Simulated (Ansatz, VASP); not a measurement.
AlCr2C: VASP beside Ansatz

```
Al Cr C
1.0
     2.81359    0.00000    0.00000
    -1.40680    2.43664    0.00000
     0.00000    0.00000   12.58289
Al Cr C
2 4 2
Direct
  0.66667 0.33333 0.25000
  0.33333 0.66667 0.75000
  0.33333 0.66667 0.41561
  0.66667 0.33333 0.91561
  0.66667 0.33333 0.58439
  0.33333 0.66667 0.08439
  0.00000 0.00000 0.50000
  0.00000 0.00000 0.00000
```

Alike in both runs: functional PBEsol; k mesh 12 × 12 × 4; occupations gaussian, width 0.1 eV; no spin polarisation.

Ansatz relaxed the structure, and its values are those at the end. VASP's run is a single point on that final structure, the one shown.

```csv
,VASP,Ansatz
version,VASP 6.6.1,Ansatz 0.2.0
potentials or method,"VASP PAW PBE potentials, release 64 (Al, Cr_pv, C), cutoff 520 eV","scalar-relativistic, plane waves, PAW"
valence electrons in the cell,62,70
```

```tsv
	VASP	Ansatz	Ansatz less VASP
gap on the k mesh at the Fermi level (eV)	none	none	-
pressure (GPa)	0.1	0.0	-0.14
rms of the force components (eV/Å)	0.012	0.001	-0.0114
```

VASP's potentials were made for PBE, not for PBEsol. A gap of «none» marks a metal or a gap that the smearing closes. VASP's potentials hold 62 valence electrons a cell and Ansatz's 70, so a difference there can come from the potentials and not from the codes.
